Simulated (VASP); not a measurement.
The system is Fe.

```
Fe
1.0
    -1.43412    1.43412    1.43412
     1.43412   -1.43412    1.43412
     1.43412    1.43412   -1.43412
Fe
1
Cartesian
  0.0000 0.0000 0.0000
```

Base run:

| Item | Value |
| --- | --- |
| Program | VASP 6.6.1 |
| Functional | r2SCAN |
| Potentials or basis | VASP PAW PBE potentials, release 64 (Fe) |
| Cutoff | 520 eV |
| k mesh | 22 × 22 × 22 |
| Occupations | gaussian, width 0.05 eV |
| Spin | no spin polarisation |

Its results: pressure -31.4 GPa.

The run is repeated on the same cell with these changes: spin from no spin polarisation to collinear spin, ferromagnetic start; further incar settings from ALGO = Normal; EDIFF = 1e-07; NBANDS = 10 to ALGO = Normal; EDIFF = 1e-06; NBANDS = 14. What comes out?

Pressure -0.7 GPa; net moment 2.66 μB per cell; site moments Fe +2.73 μB.

Caveats: the PAW data sets were made with another functional, which shifts forces and pressure a little; the cell stands under tension (at least some runs).
